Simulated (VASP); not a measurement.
Set up this calculation in VASP 6.6.1, as the native input.

```yaml
Task: single point
Functional: PBEsol
Dispersion: D3(BJ)
Potentials_or_basis: VASP PAW PBE potentials, release 64 (Bi_d, Te)
Cutoff: 520 eV
k_mesh: 7 × 7 × 7
Occupations: fermi-dirac, width 0.05 eV
Spin: no spin polarisation
Dipole_correction: no
Further_INCAR_settings: ALGO = Normal; EDIFF = 1e-06; NBANDS = 18
```

The structure of BiTe lies in POSCAR:

```
BiTe
1.0
    2.4033329973      1.3875649530      3.0111084421
   -2.4033329973      1.3875649530      3.0111084421
    0.0000000000     -2.7751299059      3.0111084421
Bi Te
1 1
Direct
    0.5000000000      0.5000000000      0.5000000000
    0.0000000000      0.0000000000      0.0000000000
```

These files were run (other wordings do the same):

INCAR

```
SYSTEM = BiTe
  PREC = Accurate
  ENCUT = 520
  EDIFF = 1E-6
  ISMEAR = -1
  SIGMA = 0.05
  LREAL = .False.
  LASPH = .True.
  NELM = 60
  ALGO = Normal
  ISIF = 2
  LWAVE = .False.
  LCHARG = .True.
  GGA = PS
  IVDW = 12
  LELF = .True.
  LVHAR = .True.
  NBANDS = 18
```

KPOINTS

```
regular mesh
0
Gamma
  7 7 7
  0 0 0
```

Potentials or basis: VASP PAW PBE potentials, release 64 (Bi_d, Te).

Launch:

```console
$ cat potpaw_PBE.64/Bi_d/POTCAR potpaw_PBE.64/Te/POTCAR > POTCAR
$ mpirun -np 1 vasp_std > vasp.out
```

Results of the run:

* Pressure: 0.0 GPa
* Band gap on the k mesh: zero (an odd number of electrons rules out a gap without spin polarisation)
* Dispersion energy per atom: -0.500 eV

Caveat: the PAW data sets were made with another functional, which shifts forces and pressure a little; spin-orbit coupling is left out, which moves the levels of the heavy elements.

Run time: 46 s on 1 thread of Intel Xeon 8259CL, with other jobs on the host, peak memory 0.21 GiB.
